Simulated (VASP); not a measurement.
# InAs (F-43m) in VASP: single point with HSE06

Aim: the single point of InAs with HSE06.

Everything below comes from runs of VASP 6.6.1. Logs are shortened: lines on timing, memory, paths and dates and some standing lists are left out, and cuts for length are marked.

### 1 The cell of the first run

The structure is cubic, space group F-43m (No. 216). Conventional cell: a = 5.939 Å, b = 5.939 Å, c = 5.939 Å, α = 90.00°, β = 90.00°, γ = 90.00°. Within 3.4 Å of In (site symmetry -43m) lie 4 As at 2.57 Å. As (site symmetry -43m) has 4 In at 2.57 Å within 3.4 Å.

### 2 Single point, HSE06 (strain -2.8%)

File POSCAR:

```
InAs
1.0
    0.0000000000      2.9696739469      2.9696739469
    2.9696739469      0.0000000000      2.9696739469
    2.9696739469      2.9696739469      0.0000000000
In As
1 1
Direct
    0.0000000000      0.0000000000      0.0000000000
    0.2500000000      0.2500000000      0.2500000000
```

File INCAR.step1:

```
SYSTEM = InAs
ALGO     = Normal         ! electronic algorithm
EDIFF    = 1E-5           ! SCF threshold, eV
ENCUT    = 520            ! plane-wave cutoff, eV
GGA      = PE             ! functional
ISIF     = 2              ! what is computed and relaxed
ISMEAR   = -1             ! smearing method
LASPH    = .True.         ! aspherical terms in the spheres
LREAL    = .False.        ! projectors in reciprocal space
LWAVE    = .True.         ! write WAVECAR
NBANDS   = 16             ! bands
NELM     = 80             ! most SCF steps
PREC     = Accurate       ! precision mode
SIGMA    = 0.02           ! smearing width, eV
```

File INCAR.step2:

```
SYSTEM = InAs
ALGO     = Normal         ! electronic algorithm
EDIFF    = 1E-6           ! SCF threshold, eV
ENCUT    = 520            ! plane-wave cutoff, eV
GGA      = PE             ! functional
HFSCREEN = 0.2079         ! screening, 1/A
ISIF     = 2              ! what is computed and relaxed
ISMEAR   = -1             ! smearing method
ISTART   = 1            
LASPH    = .True.         ! aspherical terms in the spheres
LCHARG   = .True.         ! write CHGCAR
LELF     = .True.         ! ELF
LHFCALC  = .True.         ! exact exchange
LREAL    = .False.        ! projectors in reciprocal space
LVHAR    = .True.       
LWAVE    = .False.        ! write WAVECAR
NBANDS   = 16             ! bands
NELM     = 80             ! most SCF steps
PREC     = Accurate       ! precision mode
PRECFOCK = Normal       
SIGMA    = 0.02           ! smearing width, eV
```

File KPOINTS:

```
k-points
0
Gamma
  6 6 6
  0 0 0
```

Potentials or basis: VASP PAW PBE potentials, release 64 (In_d, As).

The run is started by

```bash
$ cat potpaw_PBE.64/In_d/POTCAR potpaw_PBE.64/As/POTCAR > POTCAR
$ cp INCAR.step1 INCAR
$ mpirun -np 1 vasp_std > vasp.out
$ cp INCAR.step2 INCAR
$ mpirun -np 1 vasp_std > vasp.out
```

OUTCAR:

```text
SYSTEM = InAs
   EDIFF = 1E-6
   ENCUT = 520
   GGA = PE
   HFSCREEN = 0.2079
   ISIF = 2
   ISMEAR = -1
   ISTART = 1
   LASPH = .True.
   LHFCALC = .True.
   LREAL = .False.
   NELM = 80
   PREC = Accurate
   PRECFOCK = Normal

 ion  position               nearest neighbor table
   1  0.000  0.000  0.000-   2 2.57   2 2.57   2 2.57   2 2.57
   2  0.250  0.250  0.250-   1 2.57   1 2.57   1 2.57   1 2.57

  LATTYP: Found a face centered cubic cell.
 ALAT       =     5.9393478938

  Lattice vectors:

 A1 = (   0.0000000000,   2.9696739469,   2.9696739469)
 A2 = (   2.9696739469,   0.0000000000,   2.9696739469)
 A3 = (   2.9696739469,   2.9696739469,   0.0000000000)

Analysis of symmetry for initial positions (statically):
=====================================================================
 Subroutine PRICEL returns:
 Original cell was already a primitive cell.

 Routine SETGRP: Setting up the symmetry group for a
 face centered cubic supercell.

 Subroutine GETGRP returns: Found 24 space group operations
 (whereof 24 operations were pure point group operations)
 out of a pool of 48 trial point group operations.

The static configuration has the point symmetry T_d .

Analysis of symmetry for dynamics (positions and initial velocities):
=====================================================================
 Subroutine PRICEL returns:
 Original cell was already a primitive cell.

 Routine SETGRP: Setting up the symmetry group for a
 face centered cubic supercell.

 Subroutine GETGRP returns: Found 24 space group operations
 (whereof 24 operations were pure point group operations)
 out of a pool of 48 trial point group operations.

The dynamic configuration has the point symmetry T_d .

 Subroutine INISYM returns: Found 24 space group operations
 (whereof 24 operations are pure point group operations),
 and found     1 'primitive' translations

----------------------------------------------------------------------------------------

                                     Primitive cell

  volume of cell :      52.3789

  direct lattice vectors                    reciprocal lattice vectors
     0.000000000  2.969673947  2.969673947    -0.168368652  0.168368652  0.168368652
     2.969673947  0.000000000  2.969673947     0.168368652 -0.168368652  0.168368652
     2.969673947  2.969673947  0.000000000     0.168368652  0.168368652 -0.168368652

  length of vectors
[... 78 lines left out ...]
   NFREE  =      0    steps in history (QN), initial steepest desc. (CG)
   ISIF   =      2    stress and relaxation
   ISYM   =      3    0-nonsym 1-usesym 2-fastsym
   POTIM  = 0.5000    time-step for ionic-motion
   TEBEG  =    0.0;   TEEND  =   0.0 temperature during run
   PSTRESS=    0.0 pullay stress
   NELECT =      18.0000    total number of electrons
   NUPDOWN=      -1.0000    fix difference up-down
   EMIN   =  10.00;   EMAX   =-10.00  energy-range for DOS
   EFERMI =   0.00;   METHOD = LEGACY
   ISMEAR =    -1;   SIGMA  =   0.02  broadening in eV -4-tet -1-fermi 0-gaus
   EFERMI_NEDOS =   21; number of points for ismear=-14 and -15
   IALGO  =     38    algorithm
   IMIX   =      1    mixing-type and parameters
     AMIX     =   0.40;   BMIX     =  1.00
     AMIX_MAG =   1.60;   BMIX_MAG =  1.00
  volume/ion in A,a.u.               =      26.19       176.74
  Fermi-wavevector in a.u.,A,eV,Ry     =   1.146692  2.166934 17.890345  1.314903
  Thomas-Fermi vector in A             =   2.283376
   LORBIT       =      0    0 simple, 1 ext, 2 COOP (PROOUT), +10 PAW based schemes
   GGA     = PE    functional components
   LHFCALC =     T    Hartree Fock is set to
   PRECFOCK=normal    Normal, Fast or Accurate (Low or Medium for compatibility)
   ENCUT4O =  -1.0   cutoff for four orbital integrals eV
   NKREDX  =     1    reduce k-point grid by
   NKREDY  =     1    reduce k-point grid by
   NKREDZ  =     1    reduce k-point grid by
   AEXX    =    0.2500 exact exchange contribution
   HFSCREEN=    0.2079 screening length (either q_TF or 0.3 A-1)
   HFSCREENC=   0.2079 screening length for correlation (either q_TF or 0.3 A-1)
   ENCUTFOCK=  -1.0 apply spherical cutoff to Coloumb kernel
   IVDW    =     0    specifies the selected vdW correction
   LEPSILON=     F    determine dielectric tensor
   LRPA    =     F    only Hartree local field effects (RPA)
 non-spin polarized calculation
  energy-cutoff  :      520.00
  volume of cell :       52.38
 maximum number of plane-waves:      1420
  NGX = 24; NGY = 24; NGZ = 24

 number of electron      18.0000007 magnetization

 Free energy of the ion-electron system (eV)
  ---------------------------------------------------
  ext. energy  EPLUGINS =         0.00000000
  ---------------------------------------------------
  free energy    TOTEN  =        -9.14132585 eV

  energy without entropy =       -9.14132585  energy(sigma->0) =       -9.14132585

 E-fermi :   5.0685     XC(G=0):  -7.7688

 val. band max:        4.6542426584   @ k =   0.0000   0.0000   0.0000
 cond. band min:       5.5135537853   @ k =   0.0000   0.0000   0.0000
 fundamental gap:      0.8593111268
 Fermi energy:         5.0685135030

 k-point     1 :       0.0000    0.0000    0.0000
  band No.  band energies     occupation
      1     -11.5761      2.00000
      2     -11.5761      2.00000
      3     -11.5761      2.00000
      4     -11.4178      2.00000
      5     -11.4178      2.00000
      6      -8.7671      2.00000
[... 281 lines left out ...]
      3     -11.4842      2.00000
      4     -11.4454      2.00000
      5     -11.4027      2.00000
      6      -6.2512      2.00000
[... 8 lines left out ...]
     15      17.7546      0.00000
     16      17.8628      0.00000

------------------------ aborting loop because EDIFF is reached ----------------------------------------

  FORCE on cell =-STRESS in cart. coord.  units (eV):
  Direction    XX          YY          ZZ          XY          YZ          ZX
  --------------------------------------------------------------------------------------
  -------------------------------------------------------------------------------------
  Total        1.8641202      1.8641202      1.8641202      0.0000000     -0.0000000      0.0000000
  in kB       57.0201297     57.0201297     57.0201297      0.0000000     -0.0000000      0.0000000
  external PRESSURE =      57.0201297 kB  Pullay stress =       0.0000000 kB

 VOLUME and BASIS-vectors are now :
 -----------------------------------------------------------------------------
  energy-cutoff  :      520.00
  volume of cell :       52.38
      direct lattice vectors                 reciprocal lattice vectors
     0.000000000  2.969673947  2.969673947    -0.168368652  0.168368652  0.168368652
     2.969673947  0.000000000  2.969673947     0.168368652 -0.168368652  0.168368652
     2.969673947  2.969673947  0.000000000     0.168368652  0.168368652 -0.168368652

 POSITION                                       TOTAL-FORCE (eV/Angst)
 -----------------------------------------------------------------------------------
      0.00000      0.00000      0.00000         0.000000      0.000000     -0.000000
      1.48484      1.48484      1.48484        -0.000000     -0.000000      0.000000
 -----------------------------------------------------------------------------------
    total drift:                                0.000033      0.000034      0.000022

  FREE ENERGIE OF THE ION-ELECTRON SYSTEM (eV)
  ---------------------------------------------------
  free  energy   TOTEN  =        -9.1413258464 eV

  energy  without entropy=       -9.1413258464  energy(sigma->0) =       -9.14132585
```

OUTCAR.step1:

```text
SYSTEM = InAs
   EDIFF = 1E-5
   ENCUT = 520
   GGA = PE
   ISIF = 2
   ISMEAR = -1
   LASPH = .True.
[... 513 lines left out ...]
      0.00000      0.00000      0.00000         0.000000      0.000000     -0.000000
      1.48484      1.48484      1.48484        -0.000000     -0.000000      0.000000
 -----------------------------------------------------------------------------------
    total drift:                               -0.000000     -0.000000     -0.000000

  FREE ENERGIE OF THE ION-ELECTRON SYSTEM (eV)
  ---------------------------------------------------
  free  energy   TOTEN  =        -7.5452253147 eV

  energy  without entropy=       -7.5449928045  energy(sigma->0) =       -7.54510906
```

Run time: 48 min. Hardware: 1 thread of Intel Xeon Platinum 8259CL at 2.50GHz (Skylake/Cascade Lake), shared host; peak memory 0.31 GiB.

What came out:

* Free energy: -9.1413 eV
* Pressure: 5.7 GPa
* Band gap on the k mesh: 0.86 eV

Levels at points of the mesh, in eV from the valence-band top:
```
           k point  band 7  band 8  band 9  band 10  band 11  band 12
(0.00, 0.00, 0.00)    0.00    0.00    0.00     0.86     4.70     4.70
(0.50, 0.00, 0.00)   -6.56   -1.16   -1.16     1.80     5.49     5.49
(0.50, 0.50, 0.00)   -6.57   -2.73   -2.73     2.03     2.73    10.71
```

Caveat: the cell differs from its parent crystal (strain -2.8%); the cell stands under pressure; the PAW data sets were made with another functional, which shifts forces and pressure a little; spin-orbit coupling is left out, which moves the levels of the heavy elements.
